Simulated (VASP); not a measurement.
# Zn3Se2S (P6_3mc) in VASP: single point with PBE

Aim: the single point of Zn3Se2S with PBE.

Everything below comes from runs of VASP 6.6.1. Logs are shortened: lines on timing, memory, paths and dates and some standing lists are left out, and cuts for length are marked.

**1. The cell of the first run**

The structure is hexagonal, space group P6_3mc (No. 186). The conventional cell has a = 3.984 Å, b = 3.984 Å, c = 19.555 Å, α = 90.00°, β = 90.00°, γ = 120.00°. Zn (site symmetry 3m) has 4 Se at 2.46 to 2.48 Å within 3.2 Å. Zn (site symmetry 3m) has 1 S at 2.36 Å and 3 Se at 2.46 Å within 3.1 Å. Within 3.2 Å of Zn (site symmetry 3m) lie 3 S at 2.41 Å and 1 Se at 2.48 Å. Within 3.2 Å of Se (site symmetry 3m) lie 4 Zn at 2.46 to 2.48 Å. Se (site symmetry 3m) has 4 Zn at 2.46 to 2.48 Å within 3.2 Å. Within 3.1 Å of S (site symmetry 3m) lie 4 Zn at 2.36 to 2.41 Å.

**2. Single point, PBE**

INCAR

```
ALGO = Normal ; EDIFF = 1E-7
ENCUT = 520 ; GGA = PE
ISIF = 2 ; ISMEAR = 0
LASPH = T ; LCHARG = T
LELF = T ; LREAL = F
LVHAR = T ; LWAVE = F
NBANDS = 66 ; NELM = 60
PREC = Accurate ; SIGMA = 0.02
```

KPOINTS

```
k-points
0
Gamma
  12 12 2
```

POSCAR

```
Zn3Se2S
1.0
    3.9838385814      0.0000000000      0.0000000000
   -1.9919192907      3.4501054161      0.0000000000
    0.0000000000      0.0000000000     19.5553813000
Zn Se S
6 4 2
Direct
    0.0000000000      0.0000000000      0.0001200000
    0.0000000000      0.0000000000      0.5001200000
    0.3333333333      0.6666666667      0.1715860000
    0.6666666667      0.3333333333      0.6715860000
    0.6666666667      0.3333333333      0.3286190000
    0.3333333333      0.6666666667      0.8286190000
    0.0000000000      0.0000000000      0.1269310000
    0.0000000000      0.0000000000      0.6269310000
    0.6666666667      0.3333333333      0.4556150000
    0.3333333333      0.6666666667      0.9556150000
    0.3333333333      0.6666666667      0.2921280000
    0.6666666667      0.3333333333      0.7921280000
```

Potentials or basis: VASP PAW PBE potentials, release 64 (Zn, Se, S).

Command:

```bash
$ cat potpaw_PBE.64/Zn/POTCAR potpaw_PBE.64/Se/POTCAR potpaw_PBE.64/S/POTCAR > POTCAR
$ mpirun -np 1 vasp_std > vasp.out
```

OUTCAR:

```text
EDIFF = 1E-7
   ENCUT = 520
   GGA = PE
   ISIF = 2
   ISMEAR = 0
   LASPH = T
   LREAL = F
   NELM = 60
   PREC = Accurate

 ion  position               nearest neighbor table
   1  0.000  0.000  0.000-  10 2.46  10 2.46  10 2.46   7 2.48
   2  0.000  0.000  0.500-   9 2.46   9 2.46   9 2.46   8 2.48
   3  0.333  0.667  0.172-  11 2.36   7 2.46   7 2.46   7 2.46
   4  0.667  0.333  0.672-  12 2.36   8 2.46   8 2.46   8 2.46
   5  0.667  0.333  0.329-  11 2.41  11 2.41  11 2.41   9 2.48
   6  0.333  0.667  0.829-  12 2.41  12 2.41  12 2.41  10 2.48
   7  0.000  0.000  0.127-   3 2.46   3 2.46   3 2.46   1 2.48
   8  0.000  0.000  0.627-   4 2.46   4 2.46   4 2.46   2 2.48
   9  0.667  0.333  0.456-   2 2.46   2 2.46   2 2.46   5 2.48
  10  0.333  0.667  0.956-   1 2.46   1 2.46   1 2.46   6 2.48
  11  0.333  0.667  0.292-   3 2.36   5 2.41   5 2.41   5 2.41
  12  0.667  0.333  0.792-   4 2.36   6 2.41   6 2.41   6 2.41

  LATTYP: Found a hexagonal cell.
 ALAT       =     3.9838385814
 C/A-ratio  =     4.9086781255

  Lattice vectors:

 A1 = (   3.9838385814,   0.0000000000,   0.0000000000)
 A2 = (  -1.9919192907,   3.4501054161,   0.0000000000)
 A3 = (   0.0000000000,   0.0000000000,  19.5553813000)

Analysis of symmetry for initial positions (statically):
=====================================================================
 Subroutine PRICEL returns:
 Original cell was already a primitive cell.

 Routine SETGRP: Setting up the symmetry group for a
 hexagonal supercell.

 Subroutine GETGRP returns: Found 12 space group operations
 (whereof  6 operations were pure point group operations)
 out of a pool of 24 trial point group operations.

The static configuration has the point symmetry C_3v.
 The point group associated with its full space group is C_6v.

Analysis of symmetry for dynamics (positions and initial velocities):
=====================================================================
 Subroutine PRICEL returns:
 Original cell was already a primitive cell.

 Routine SETGRP: Setting up the symmetry group for a
 hexagonal supercell.

 Subroutine GETGRP returns: Found 12 space group operations
 (whereof  6 operations were pure point group operations)
 out of a pool of 24 trial point group operations.

The dynamic configuration has the point symmetry C_3v.
 The point group associated with its full space group is C_6v.

 Subroutine INISYM returns: Found 12 space group operations
 (whereof  6 operations are pure point group operations),
 and found     1 'primitive' translations

----------------------------------------------------------------------------------------

                                     Primitive cell

  volume of cell :     268.7821

  direct lattice vectors                    reciprocal lattice vectors
     3.983838581  0.000000000  0.000000000     0.251014186  0.144923108  0.000000000
    -1.991919291  3.450105416  0.000000000     0.000000000  0.289846216  0.000000000
     0.000000000  0.000000000 19.555381300     0.000000000  0.000000000  0.051136819

  length of vectors
     3.983838581  3.983838581 19.555381300     0.289846216  0.289846216  0.051136819

  position of ions in fractional coordinates (direct lattice)
     0.000000000  0.000000000  0.000120000
     0.000000000  0.000000000  0.500120000
     0.333333333  0.666666667  0.171586000
     0.666666667  0.333333333  0.671586000
     0.666666667  0.333333333  0.328619000
     0.333333333  0.666666667  0.828619000
     0.000000000  0.000000000  0.126931000
     0.000000000  0.000000000  0.626931000
     0.666666667  0.333333333  0.455615000
     0.333333333  0.666666667  0.955615000
     0.333333333  0.666666667  0.292128000
     0.666666667  0.333333333  0.792128000

  ion indices of the primitive-cell ions
   primitive index   ion index
                 1           1
                 2           2
                 3           3
                 4           4
                 5           5
                 6           6
                 7           7
                 8           8
                 9           9
                10          10
                11          11
                12          12

----------------------------------------------------------------------------------------

 KPOINTS: k-points

Automatic generation of k-mesh.
 Grid dimensions read from file:
 generate k-points for:   12   12    2

 Generating k-lattice:

  Cartesian coordinates                     Fractional coordinates (reciprocal lattice)
     0.020917849  0.012076926  0.000000000     0.083333333 -0.000000000  0.000000000
     0.000000000  0.024153851  0.000000000     0.000000000  0.083333333  0.000000000
     0.000000000  0.000000000  0.025568410     0.000000000  0.000000000  0.500000000

  Length of vectors
     0.024153851  0.024153851  0.025568410

  Shift w.r.t. Gamma in fractional coordinates (k-lattice)
     0.000000000  0.000000000  0.000000000

 Subroutine IBZKPT returns following result:
 ===========================================

 Found     38 irreducible k-points:

 Following reciprocal coordinates:
            Coordinates               Weight
  0.000000  0.000000  0.000000      1.000000
  0.083333  0.000000  0.000000      6.000000
  0.166667  0.000000  0.000000      6.000000
  0.250000  0.000000  0.000000      6.000000
  0.333333 -0.000000  0.000000      6.000000
  0.416667  0.000000  0.000000      6.000000
[... 16 lines left out ...]
  0.250000  0.000000  0.500000      6.000000
  0.333333 -0.000000  0.500000      6.000000
 [... further k-points ...]
   k-points           NKPTS =     38   k-points in BZ     NKDIM =     38   number of bands    NBANDS=     66
   number of dos      NEDOS =    301   number of ions     NIONS =     12
   total plane-waves  NPLWV = 135000
   dimension x,y,z NGX =    30 NGY =   30 NGZ =  150
   dimension x,y,z NGXF=    60 NGYF=   60 NGZF=  300
   ions per type =               6   4   2
   NGX,Y,Z   is equivalent  to a cutoff of  12.52, 12.52, 12.75 a.u.
   NGXF,Y,Z  is equivalent  to a cutoff of  25.04, 25.04, 25.50 a.u.
 SYSTEM =  unknown system
   PREC   = accura    normal or accurate (medium, high low for compatibility)
   ISTART =      0    job   : 0-new  1-cont  2-samecut
   ICHARG =      2    charge: 1-file 2-atom 10-const
   ISPIN  =      1    spin polarized calculation?
   LNONCOLLINEAR =      F non collinear calculations
   LSORBIT =      F    spin-orbit coupling
   LASPH  =      T    aspherical Exc in radial PAW
   ENCUT  =  520.0 eV  38.22 Ry    6.18 a.u.   7.41  7.41 36.36*2*pi/ulx,y,z
   NELM   =     60;   NELMIN=  2; NELMDL= -5     # of ELM steps
   EDIFF  = 0.1E-06   stopping-criterion for ELM
   LREAL  =      F    real-space projection
   EDIFFG = 0.1E-05   stopping-criterion for IOM
   NSW    =      0    number of steps for IOM
   IBRION =     -1    ionic relax: 0-MD 1-quasi-New 2-CG
   NFREE  =      0    steps in history (QN), initial steepest desc. (CG)
   ISIF   =      2    stress and relaxation
   ISYM   =      2    0-nonsym 1-usesym 2-fastsym
   POTIM  = 0.5000    time-step for ionic-motion
   TEBEG  =    0.0;   TEEND  =   0.0 temperature during run
   PSTRESS=    0.0 pullay stress
   NELECT =     108.0000    total number of electrons
   NUPDOWN=      -1.0000    fix difference up-down
   EMIN   =  10.00;   EMAX   =-10.00  energy-range for DOS
   EFERMI =   0.00;   METHOD = LEGACY
   ISMEAR =     0;   SIGMA  =   0.02  broadening in eV -4-tet -1-fermi 0-gaus
   EFERMI_NEDOS =   21; number of points for ismear=-14 and -15
   IALGO  =     38    algorithm
   IMIX   =      4    mixing-type and parameters
     AMIX     =   0.40;   BMIX     =  1.00
     AMIX_MAG =   1.60;   BMIX_MAG =  1.00
  volume/ion in A,a.u.               =      22.40       151.15
  Fermi-wavevector in a.u.,A,eV,Ry     =   1.208044  2.282871 19.855926  1.459369
  Thomas-Fermi vector in A             =   2.343663
   LORBIT       =      0    0 simple, 1 ext, 2 COOP (PROOUT), +10 PAW based schemes
   GGA     = PE    functional components
   LHFCALC =     F    Hartree Fock is set to
   AEXX    =    0.0000 exact exchange contribution
   IVDW    =     0    specifies the selected vdW correction
   LEPSILON=     F    determine dielectric tensor
   LRPA    =     F    only Hartree local field effects (RPA)
 non-spin polarized calculation
 Gauss-broadening in eV      SIGMA  =   0.02
  energy-cutoff  :      520.00
  volume of cell :      268.78
 maximum number of plane-waves:      7315
 NGX is ok and might be reduce to    30
   NGX = 15   NGY = 15   NGZ = 73

 number of electron     107.9999970 magnetization

 Free energy of the ion-electron system (eV)
  ---------------------------------------------------
  ext. energy  EPLUGINS =         0.00000000
  ---------------------------------------------------
  free energy    TOTEN  =       -37.68888980 eV

  energy without entropy =      -37.68888980  energy(sigma->0) =      -37.68888980

 E-fermi :   1.7421     XC(G=0):  -9.2808

 val. band max:        1.6393029107   @ k =   0.0000   0.0000   0.0000
 cond. band min:       2.8957456955   @ k =   0.0000   0.0000   0.0000
 fundamental gap:      1.2564427848
 Fermi energy:         1.7421293420

 k-point     1 :       0.0000    0.0000    0.0000
  band No.  band energies     occupation
      1     -11.5200      2.00000
      2     -11.3602      2.00000
      3     -11.3326      2.00000
      4     -10.9729      2.00000
      5     -10.9435      2.00000
      6     -10.7377      2.00000
[... 58 lines left out ...]
     65       7.7003      0.00000
     66       7.7136      0.00000

 k-point     2 :       0.0833    0.0000    0.0000
  band No.  band energies     occupation
      1     -11.4798      2.00000
      2     -11.3239      2.00000
      3     -11.2948      2.00000
      4     -10.9432      2.00000
      5     -10.9164      2.00000
      6     -10.7153      2.00000
[... 1507 lines left out ...]
     65       7.8877      0.00000
     66       7.8877      0.00000

 k-point    24 :       0.3333   -0.0000    0.5000
  band No.  band energies     occupation
      1     -10.9666      2.00000
      2     -10.9666      2.00000
      3     -10.7572      2.00000
      4     -10.7572      2.00000
      5     -10.5405      2.00000
      6     -10.5405      2.00000
[... 58 lines left out ...]
     65       7.9583      0.00000
     66       7.9583      0.00000

 [... further k-points ...]
[... 5 lines left out ...]
  --------------------------------------------------------------------------------------
  -------------------------------------------------------------------------------------
  Total        0.3113951      0.3113951      0.3626169      0.0000000      0.0000000     -0.0000000
  in kB        1.8561882      1.8561882      2.1615149      0.0000000      0.0000000     -0.0000000
  external PRESSURE =       1.9579638 kB  Pullay stress =       0.0000000 kB

 VOLUME and BASIS-vectors are now :
 -----------------------------------------------------------------------------
  energy-cutoff  :      520.00
  volume of cell :      268.78
      direct lattice vectors                 reciprocal lattice vectors
     3.983838581  0.000000000  0.000000000     0.251014186  0.144923108  0.000000000
    -1.991919291  3.450105416  0.000000000     0.000000000  0.289846216  0.000000000
     0.000000000  0.000000000 19.555381300     0.000000000  0.000000000  0.051136819

 POSITION                                       TOTAL-FORCE (eV/Angst)
 -----------------------------------------------------------------------------------
      0.00000      0.00000      0.00235        -0.000000     -0.000000     -0.003406
      0.00000      0.00000      9.78004         0.000000      0.000000     -0.003406
     -0.00000      2.30007      3.35543         0.000000      0.000000      0.012345
      1.99192      1.15004     13.13312        -0.000000      0.000000      0.012345
      1.99192      1.15004      6.42627        -0.000000      0.000000     -0.003554
     -0.00000      2.30007     16.20396         0.000000     -0.000000     -0.003554
      0.00000      0.00000      2.48218        -0.000000     -0.000000      0.000195
      0.00000      0.00000     12.25987         0.000000      0.000000      0.000195
      1.99192      1.15004      8.90973         0.000000     -0.000000     -0.000935
     -0.00000      2.30007     18.68742        -0.000000      0.000000     -0.000935
     -0.00000      2.30007      5.71267         0.000000      0.000000     -0.004645
      1.99192      1.15004     15.49037         0.000000     -0.000000     -0.004645
 -----------------------------------------------------------------------------------
    total drift:                               -0.000001     -0.000002      0.000255

  FREE ENERGIE OF THE ION-ELECTRON SYSTEM (eV)
  ---------------------------------------------------
  free  energy   TOTEN  =       -37.6888897959 eV

  energy  without entropy=      -37.6888897959  energy(sigma->0) =      -37.68888980
```

Wall time 38 min (1 thread of Oxide Virtual Turin-like, shared host); peak memory 0.66 GiB.

Results:

```yaml
Free_energy: -37.6889 eV
Pressure: 0.2 GPa
Largest_force: 0.012 eV/Å
Band_gap_on_the_k_mesh: 1.26 eV
```

Forces in eV/Å, atoms in the order of the input:
```
Zn   0.000  0.000 -0.003
Zn   0.000  0.000 -0.003
Zn   0.000  0.000  0.012
Zn   0.000  0.000  0.012
Zn   0.000  0.000 -0.004
Zn   0.000  0.000 -0.004
Se   0.000  0.000  0.000
Se   0.000  0.000  0.000
Se   0.000  0.000 -0.001
Se   0.000  0.000 -0.001
S    0.000  0.000 -0.005
S    0.000  0.000 -0.005
```
